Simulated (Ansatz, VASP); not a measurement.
# BeCo: VASP beside Ansatz

INCAR

```
SYSTEM = BeCo
PREC = Accurate
ENCUT = 520
EDIFF = 1E-7
ISMEAR = -1
SIGMA = 0.05
LREAL = .False.
LASPH = .True.
NELM = 150
ALGO = Normal
ISIF = 2
LWAVE = .False.
LCHARG = .False.
ISPIN = 2
MAGMOM = 0 3.2
LORBIT = 11
LMAXMIX = 4
NBANDS = 16
```

Contents of KPOINTS:

```
regular mesh
0
Gamma
  11 11 11
  0 0 0
```

POSCAR

```
BeCo
1.0
    2.5707794663      0.0000000000      0.0000000000
    0.0000000000      2.5707794663      0.0000000000
    0.0000000000      0.0000000000      2.5707794663
Be Co
1 1
Direct
    0.0000000000      0.0000000000      0.0000000000
    0.5000000000      0.5000000000      0.5000000000
```

Input for Ansatz:

```yaml
crystal:
  lattice:
    - [2.570779466282082, 0.0, 0.0]
    - [0.0, 2.570779466282082, 0.0]
    - [0.0, 0.0, 2.570779466282082]
  atoms:
    - { symbol: Be, position: [0.0, 0.0, 0.0] }
    - { symbol: Co, position: [0.5, 0.5, 0.5], spin: 3.2 }
basis:
  ecutwfc: 500.0
kpoints:
  mp_grid:
    grid: [11, 11, 11]
hamiltonian:
  xc: lda
  pseudopotentials:
    kind: paw
magnetization:
  spin_polarized: true
scf:
  occupations:
    method: fermi_dirac
    width: 0.05
```

Alike in both runs: task single point; functional LDA; k mesh 11 × 11 × 11; occupations fermi-dirac, width 0.05 eV; collinear spin.

|  | VASP | Ansatz |
| --- | --- | --- |
| version | VASP 6.6.1 | Ansatz 0.2.0 |
| potentials or method | VASP PAW LDA potentials, release 64 (Be, Co), cutoff 520 eV | plane waves, PAW |
| valence electrons in the cell | 11 | 19 |

Ansatz gave:

```
net moment per atom (μB)                                      : 0.19
size of the moment on the site where the two differ most (μB) : 0.40
```

Question: Which values does VASP return?

Answer: net moment per atom (μB): 0.19; size of the moment on the site where the two differ most (μB): 0.39.

LDA's correlation is that of Perdew and Zunger in VASP and of Perdew and Wang (1992) in Ansatz. Site moments also hang on the region over which each program counts them. VASP's potentials hold 11 valence electrons a cell and Ansatz's 19, so a difference there can come from the potentials and not from the codes. Ansatz's warnings: given moment on shells.
